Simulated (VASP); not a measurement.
## Te2Mo: single point with PBE+D3(BJ)

The system is Te2Mo.

```
CELL_PARAMETERS angstrom
3.41355 0.00000 0.00000
-1.70677 2.95622 0.00000
0.00000 0.00000 7.98062
ATOMIC_POSITIONS crystal
Te 0.31627 0.63254 0.76141
Te 0.35040 0.70079 0.23859
Mo 0.00000 0.00000 0.00000
```

This cell differs from its parent crystal: mode 5 frozen in at -0.103 Å, strain +e along z and -e/2 along x and y +0.0467.

```json
{
 "Program": "VASP 6.6.1",
 "Task": "single point",
 "Functional": "PBE",
 "Dispersion": "D3(BJ)",
 "Potentials or basis": "VASP PAW PBE potentials, release 64 (Te, Mo_sv)",
 "Cutoff": "520 eV",
 "k mesh": "9 × 9 × 4",
 "Occupations": "gaussian, width 0.05 eV",
 "Spin": "no spin polarisation",
 "Dipole correction": "no",
 "Further INCAR settings": "ALGO = Normal; EDIFF = 1e-06; NBANDS = 20"
}
```

```json
{
  "Pressure": "-0.6 GPa",
  "Largest force": "0.793 eV/Å",
  "Band gap on the k mesh": "0.75 eV, indirect (least direct gap 1.18 eV)",
  "Dispersion energy per atom": "-0.501 eV"
}
```

Forces in eV/Å, atoms in the order of the input:
```
Te   0.000  0.597  0.522
Te   0.000 -0.508 -0.531
Mo   0.000 -0.089  0.010
```

Stress tensor (GPa, compression positive):
```
 1.73  0.00  0.00
 0.00  1.73 -4.30
 0.00 -4.30 -5.12
```

Levels at points of the mesh, in eV from the valence-band top:
```csv
k point,band 10,band 11,band 12,band 13,band 14,band 15,band 16,band 17
"(0.00, 0.00, 0.00)",-1.39,-1.32,-0.64,-0.61,3.32,3.34,3.53,3.54
"(0.00, 0.00, 0.50)",-1.37,-0.85,-0.65,-0.55,3.26,3.27,3.60,3.62
```

Run time: 110 s on 1 thread of Intel(R) Xeon(R) Platinum 8375C CPU @ 2.90GHz (Ice Lake) (shared host), peak memory 0.31 GiB.

Caveat: the cell differs from its parent crystal (mode 5 frozen in at -0.103 Å, strain +e along z and -e/2 along x and y +0.0467); spin-orbit coupling is left out, which moves the levels of the heavy elements. A k mesh can miss the band edges.
